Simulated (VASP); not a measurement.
ZrC, 2 atoms in the cell. It takes space group I4mm (No. 107, tetragonal). Conventional cell: a = 3.345 Å, b = 3.345 Å, c = 4.730 Å, α = 90.00°, β = 90.00°, γ = 90.00°. Within 2.8 Å of Zr (site symmetry 4mm) lie 6 C at 2.08 to 2.65 Å. Within 2.8 Å of C (site symmetry 4mm) lie 6 Zr at 2.08 to 2.65 Å.  This cell differs from its parent crystal: shortest bond scaled by 0.88.

```yaml
Program: VASP 6.6.1
Task: electric field gradients
Functional: r2SCAN
Potentials_or_basis: VASP PAW PBE potentials, release 64 (Zr_sv, C)
Cutoff: 520 eV
k_mesh: 11 × 11 × 11
Occupations: fermi-dirac, width 0.05 eV
Spin: no spin polarisation
Dipole_correction: no
Further_INCAR_settings: ALGO = Normal; EDIFF = 1e-08; NBANDS = 15
```

Potentials or basis: VASP PAW PBE potentials, release 64 (Zr_sv, C).

Command:

```bash
$ cat potpaw_PBE.64/Zr_sv/POTCAR potpaw_PBE.64/C/POTCAR > POTCAR
$ cp INCAR.step1 INCAR
$ mpirun -np 1 vasp_std > vasp.out
$ cp INCAR.step2 INCAR
$ mpirun -np 1 vasp_std > vasp.out
```

Hardware: 1 thread of Intel(R) Xeon(R) Platinum 8375C CPU @ 2.90GHz (Ice Lake), with other jobs on the host.

Q: Estimate the wall time of this run.

A: Run time: 4.2 min on 1 thread of Intel(R) Xeon(R) Platinum 8375C CPU @ 2.90GHz (Ice Lake), with other jobs on the host, peak memory 0.2 GiB. Counts: k points 126.
